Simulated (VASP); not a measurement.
# B15HN16 (a cell with a defect) in VASP: electric field gradients with PBE

Aim: the electric field gradients of B15HN16 (a cell with a defect) with PBE.

Everything below comes from runs of VASP 6.6.1. Logs are shortened: lines on timing, memory, paths and dates and some standing lists are left out, and cuts for length are marked.

**1. The cell of the first run**

The cell holds a defect, 32 atoms: a = 6.277 Å, b = 6.277 Å, c = 6.277 Å, α = 109.47°, β = 109.47°, γ = 109.47°.

**2. Electric field gradients, PBE, collinear spin**

File INCAR:

```
PREC = Accurate
ENCUT = 520
EDIFF = 1E-8
ISMEAR = -1
SIGMA = 0.01
LREAL = Auto
LASPH = T
NELM = 150
ALGO = Normal
ISIF = 2
LWAVE = F
LCHARG = F
ISPIN = 2
MAGMOM = 0 0 0 0 0 0 0.01 0 0 -0.01 -0.01 0 0.01 -0.01 0.01 0.01 0.04 0.04 0.04 0.04 0.33 0.33 0.04 0.04 0.33 0.04 0.01 0.04 0.04 0.01 0.01 0
LORBIT = 11
NUPDOWN = 2.0
GGA = PE
LEFG = T
NBANDS = 89
```

File KPOINTS:

```
Automatic mesh
0
Gamma
  2 2 2
  0.5 0.5 0.5
```

File POSCAR:

```
B15HN16
1.0
   -3.6241103844      3.6241103844     -3.6241103844
    3.6241103844      3.6241103844      3.6241103844
    3.6241103844     -3.6241103844     -3.6241103844
B N H
15 16 1
Direct
   -0.0023673584     -0.0018502984     -0.0037555437
    0.0028363114      0.2522140979      0.7505234420
    0.0028989718      0.5011505711      0.5015703671
   -0.0023160251      0.7468348519      0.2475377295
    0.2517294757      0.0032847656      0.7504819626
    0.2517207409      0.5011765828      0.2527544211
    0.2511741733      0.7509238763      0.0002937257
    0.5006494634      0.0033256784      0.5015967096
    0.5007062309      0.2522459728      0.2527085349
    0.5000524285      0.5005894599      0.0001289906
    0.5000539688      0.7507772684      0.7499072917
    0.7463807383     -0.0018611922      0.2474749586
    0.7504597036      0.2516574637      0.0002889658
    0.7502990905      0.5006607275      0.7499570553
    0.7504233566      0.7508801927      0.5010385555
   -0.0159775654     -0.0155028435      0.2338922916
    0.0003908317      0.2512441909      0.0032754806
    0.0048457501      0.5027687735      0.7521337491
    0.0003793716      0.7538908192      0.5005761104
    0.2507414441      0.0009045064      0.0033154836
    0.2529006506      0.2533453402      0.7769340707
    0.2529389456      0.5274340380      0.5027657432
    0.2507478746      0.7539273681      0.2502131607
    0.5023288284      0.0053827625      0.7521731348
    0.5271655170      0.2534265406      0.5028078628
    0.5023210200      0.5028326481      0.2547338829
    0.4991059286      0.7505051902     -0.0001270201
    0.7534128451      0.0008686099      0.5005789623
    0.7534334209      0.2512431198      0.2502313891
    0.7500085790      0.4996071771     -0.0001255409
    0.7499996049      0.7505291037      0.7489817856
    0.1474754369      0.1480057832      0.3975823116
```

Potentials or basis: VASP PAW PBE potentials, release 64 (B, N, H).

The run is started by

```sh
$ cat potpaw_PBE.64/B/POTCAR potpaw_PBE.64/N/POTCAR potpaw_PBE.64/H/POTCAR > POTCAR
$ mpirun -np 1 vasp_std > vasp.out
```

OUTCAR:

```text
PREC = Accurate
   ENCUT = 520
   EDIFF = 1E-8
   ISMEAR = -1
   LREAL = Auto
   LASPH = T
   NELM = 150
   ISIF = 2
   ISPIN = 2
   LORBIT = 11
   NUPDOWN = 2.0
   GGA = PE

 ion  position               nearest neighbor table
   1  0.998  0.998  0.996-  16 1.55  31 1.55  17 1.57  20 1.57
   2  0.003  0.252  0.751-  21 1.52  18 1.57  28 1.57  17 1.59
   3  0.003  0.501  0.502-  22 1.52  18 1.57  29 1.57  19 1.59
   4  0.998  0.747  0.248-  16 1.55  30 1.55  19 1.57  23 1.57
   5  0.252  0.003  0.750-  21 1.52  24 1.57  19 1.57  20 1.59
   6  0.252  0.501  0.253-  22 1.52  26 1.57  17 1.57  23 1.59
[... 12 lines left out ...]
  19  0.000  0.754  0.501-  15 1.56   4 1.57   5 1.57   3 1.59
  20  0.251  0.001  0.003-   7 1.56   1 1.57   9 1.57   5 1.59
  21  0.253  0.253  0.777-  10 1.51   5 1.52   2 1.52
  22  0.253  0.527  0.503-  11 1.51   6 1.52   3 1.52
  23  0.251  0.754  0.250-   7 1.56   4 1.57   8 1.57   6 1.59
  24  0.502  0.005  0.752-  13 1.55   8 1.57   5 1.57  11 1.59
  25  0.527  0.253  0.503-  14 1.51   8 1.52   9 1.52
  26  0.502  0.503  0.255-  15 1.55   9 1.57   6 1.57  10 1.59
  27  0.499  0.751  1.000-  12 1.55   7 1.56  10 1.57  11 1.57
  28  0.753  0.001  0.501-  15 1.56  12 1.57   2 1.57   8 1.59
  29  0.753  0.251  0.250-  13 1.56  12 1.57   3 1.57   9 1.59
  30  0.750  0.500  1.000-   4 1.55  13 1.56  14 1.57  10 1.57
  31  0.750  0.751  0.749-   1 1.55  15 1.56  14 1.57  11 1.57
  32  0.147  0.148  0.398-  16 1.03

  LATTYP: Found a body centered cubic cell.
 ALAT       =     7.2482207688

  Lattice vectors:

 A1 = (  -3.6241103844,   3.6241103844,  -3.6241103844)
 A2 = (   3.6241103844,   3.6241103844,   3.6241103844)
 A3 = (   3.6241103844,  -3.6241103844,  -3.6241103844)

Analysis of symmetry for initial positions (statically):
=====================================================================
 Subroutine PRICEL returns:
 Original cell was already a primitive cell.

 Routine SETGRP: Setting up the symmetry group for a
 body centered cubic supercell.

 Subroutine GETGRP returns: Found  1 space group operations
 (whereof  1 operations were pure point group operations)
 out of a pool of 48 trial point group operations.

The static configuration has the point symmetry C_1 .

[... 865 lines left out ...]
    -3.624110384  3.624110384 -3.624110384     0.000000000  0.137964893 -0.137964893
     3.624110384  3.624110384  3.624110384     0.137964893  0.137964893  0.000000000
     3.624110384 -3.624110384 -3.624110384     0.137964893  0.000000000 -0.137964893

 POSITION                                       TOTAL-FORCE (eV/Angst)
 -----------------------------------------------------------------------------------
      3.61237      3.62244     -3.60863         0.042695      0.030585     -0.047899
      3.62375     -1.79565     -1.81621         0.029402     -0.040600      0.008991
      3.62347      0.00898     -0.01203         0.033201     -0.014267      0.038767
     -0.01200      5.42522     -1.80621         0.043073      0.043251     -0.012106
      1.81944     -1.79563     -3.62022         0.001285     -0.040398     -0.033063
      1.82007      1.81257     -0.01195        -0.018420      0.036667      0.038752
[... 24 lines left out ...]
      2.71631      2.72369     -2.71247        -0.065700     -0.023849      0.060924
      1.44280     -0.37003     -1.43896         0.074651      0.082991     -0.074372
 -----------------------------------------------------------------------------------
    total drift:                               -0.006942     -0.010624      0.002584

  FREE ENERGIE OF THE ION-ELECTRON SYSTEM (eV)
  ---------------------------------------------------
  free  energy   TOTEN  =      -269.9244623855 eV

  energy  without entropy=     -269.9244623855  energy(sigma->0) =     -269.92446239

 Electric field gradients (V/A^2)
---------------------------------------------------------------------
 ion       V_xx      V_yy      V_zz      V_xy      V_xz      V_yz
---------------------------------------------------------------------
   1       0.257    -0.506     0.249    -0.452     0.403     0.448
   2       0.941     0.873    -1.814    -0.414    -2.658     2.377
   3       0.944    -1.808     0.865     2.670     0.396     2.394
   4       0.254     0.251    -0.505    -0.379     0.461     0.459
   5      -1.813     0.868     0.945    -2.389    -2.667     0.431
   6      -1.806     0.942     0.864     2.673     2.403     0.387
[... 24 lines left out ...]
  31      -0.121     0.257    -0.136     0.015     3.292    -0.016
  32       0.029    -0.047     0.019    14.533   -14.563   -14.530
---------------------------------------------------------------------

 Electric field gradients after diagonalization (V/A^2)
 (convention: |V_zz| > |V_xx| > |V_yy|)
----------------------------------------------------------------------
 ion       V_xx      V_yy      V_zz     asymmetry (V_yy - V_xx)/ V_zz
----------------------------------------------------------------------
   1       0.656     0.333    -0.989       0.327
   2       3.650     0.492    -4.141       0.763
   3       3.656     0.506    -4.162       0.757
   4       0.631     0.362    -0.993       0.271
   5       3.675     0.474    -4.149       0.772
   6       3.657     0.515    -4.171       0.753
[... 24 lines left out ...]
  31       3.163     0.257    -3.420       0.850
  32     -14.545   -14.539    29.084       0.000
----------------------------------------------------------------------

           NMR quadrupolar parameters

 Cq : quadrupolar parameter    Cq=e*Q*V_zz/h
 eta: asymmetry parameters     (V_yy - V_xx)/ V_zz
 Q  : nuclear electric quadrupole moment in mb (millibarn)
----------------------------------------------------------------------
 ion       Cq(MHz)       eta       Q (mb)
----------------------------------------------------------------------
   1      -0.002       0.327       1.000
   2      -0.010       0.763       1.000
   3      -0.010       0.757       1.000
   4      -0.002       0.271       1.000
   5      -0.010       0.772       1.000
   6      -0.010       0.753       1.000
[... 24 lines left out ...]
  31      -0.008       0.850       1.000
  32       0.070       0.000       1.000
----------------------------------------------------------------------

 total charge

# of ion       s       p       d       tot
------------------------------------------
    1        0.680   1.370   0.000   2.051
    2        0.679   1.365   0.000   2.044
    3        0.679   1.364   0.000   2.044
    4        0.680   1.371   0.000   2.051
    5        0.679   1.365   0.000   2.044
    6        0.679   1.364   0.000   2.044
[... 24 lines left out ...]
   31        1.214   2.762   0.000   3.976
   32        0.621   0.099   0.000   0.720
--------------------------------------------------
tot         30.356  64.399   0.000  94.754

 magnetization (x)

# of ion       s       p       d       tot
------------------------------------------
    1       -0.001   0.000   0.000  -0.000
    2       -0.003  -0.005   0.000  -0.008
    3       -0.003  -0.005   0.000  -0.008
    4       -0.001   0.000   0.000  -0.000
    5       -0.003  -0.005   0.000  -0.008
    6       -0.003  -0.005   0.000  -0.008
[... 24 lines left out ...]
   31        0.001   0.012   0.000   0.012
   32       -0.000   0.000   0.000  -0.000
--------------------------------------------------
tot          0.057   1.440   0.000   1.497
```

It took 8.1 min on 1 thread of Intel Xeon Platinum 8259CL at 2.50GHz (Skylake/Cascade Lake), shared host; peak memory 0.44 GiB.

What came out:

- Free energy: -269.9245 eV
- Pressure: 5.4 GPa
- Largest force: 0.198 eV/Å
- Net moment: 2.00 μB per cell
- Site moments: B -0.00, -0.01, +0.01 (each value once); N +0.02, +0.04, +0.37, +0.01 (each value once); H -0.00 μB
- Largest electric field gradient by atom: B -1.0, -4.1, -4.2, +1.2, -5.0 (each value once); N +4.9, +4.6, +3.6, +4.5, +26.1, +25.9, +3.5, +26.2, -3.6, -3.4, -3.5 (each value once); H +29.1 V/Å²
- Valence electrons inside the program's atomic spheres: B 2.05, 2.04 (each value once); N 4.04, 3.96, 3.90, 3.98 (each value once); H 0.72

Forces in eV/Å, atoms in the order of the input:
```
B    0.043  0.031 -0.048
B    0.029 -0.041  0.009
B    0.033 -0.014  0.039
B    0.043  0.043 -0.012
B    0.001 -0.040 -0.033
B   -0.018  0.037  0.039
B    0.073  0.035 -0.032
B   -0.043  0.000 -0.032
B   -0.038  0.029  0.010
B    0.016  0.036 -0.028
B    0.019  0.016 -0.042
B    0.029  0.035 -0.045
B    0.040  0.036 -0.067
B    0.031  0.011 -0.030
B    0.037  0.082 -0.027
N   -0.016 -0.020  0.016
N   -0.021  0.019  0.049
N    0.028 -0.038  0.044
N   -0.023 -0.051 -0.028
N   -0.059  0.022  0.023
N   -0.083  0.151  0.095
N   -0.079 -0.085 -0.140
N   -0.045 -0.031 -0.028
N   -0.051 -0.053 -0.023
N    0.146 -0.089  0.098
N   -0.048  0.017  0.045
N   -0.028 -0.061  0.069
N    0.021 -0.052  0.019
N    0.018 -0.022  0.049
N   -0.065 -0.061  0.026
N   -0.066 -0.024  0.061
H    0.075  0.083 -0.074
```

Stress tensor (GPa, compression positive):
```
 5.41  0.86 -0.87
 0.86  5.42 -0.87
-0.87 -0.87  5.40
```

Electric field gradients, principal values (V/Å²):
```
atom    least   middle  greatest (by size)
 1 B    0.333    0.656              -0.989
 2 B    0.492    3.650              -4.141
 3 B    0.506    3.656              -4.162
 4 B    0.362    0.631              -0.993
 5 B    0.474    3.675              -4.149
 6 B    0.515    3.657              -4.171
 7 B   -0.245   -0.947               1.192
 8 B    0.480    3.661              -4.140
 9 B    0.495    3.641              -4.136
10 B    1.503    3.463              -4.966
11 B    1.526    3.454              -4.979
12 B    0.320    0.665              -0.985
13 B   -0.234   -0.947               1.181
14 B    1.492    3.474              -4.966
15 B   -0.268   -0.949               1.217
16 N   -2.406   -2.452               4.857
17 N   -0.992   -3.579               4.572
18 N   -0.026   -3.541               3.567
19 N   -1.004   -3.532               4.536
20 N   -0.998   -3.580               4.578
21 N  -11.020  -15.067              26.087
22 N  -10.927  -14.965              25.892
23 N   -0.992   -3.557               4.549
24 N   -0.004   -3.513               3.516
25 N  -11.052  -15.109              26.162
26 N    0.005    3.547              -3.552
27 N    0.269    3.171              -3.439
28 N   -1.018   -3.568               4.586
29 N   -1.004   -3.582               4.585
30 N    0.319    3.154              -3.473
31 N    0.257    3.163              -3.420
32 H  -14.539  -14.545              29.084
```

Caveat: the k points lie up to 0.61 Å⁻¹ apart; without QUAD_EFG the Cq values of the log hold for a quadrupole moment of 1 mb, not for the nuclei; the total moment is fixed, so each spin has its own Fermi level and the state may be an excited one.
